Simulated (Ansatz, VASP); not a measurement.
**Sc in VASP and in Ansatz**

```xyz
1
Lattice="2.9697 0.0000 0.0000 0.0000 2.9697 0.0000 0.0000 0.0000 2.9697" Properties=species:S:1:pos:R:3 pbc="T T T"
Sc    0.0000    0.0000    0.0000
```

Alike in both runs: task relaxation of cell and atoms; functional PBEsol; k mesh 18 × 18 × 18; occupations gaussian, width 0.1 eV; no spin polarisation.

```csv
,VASP,Ansatz
version,VASP 6.6.1,Ansatz 0.2.0
potentials or method,"VASP PAW PBE potentials, release 64 (Sc_sv), cutoff 600 eV","scalar-relativistic, plane waves, PAW"
valence electrons in the cell,11,11
```

|  | VASP | Ansatz | Ansatz less VASP |
| --- | --- | --- | --- |
| gap on the k mesh at the Fermi level, each at its own relaxed structure (eV) | none | none | - |
| relaxed volume (Å³/atom) | 24.77 | 24.68 | -0.085 |
| relaxed cell length with the largest relative difference (Å) | 2.915 | 2.912 | -0.0034 |

VASP's potentials were made for PBE, not for PBEsol. A gap of «none» marks a metal or a gap that the smearing closes.
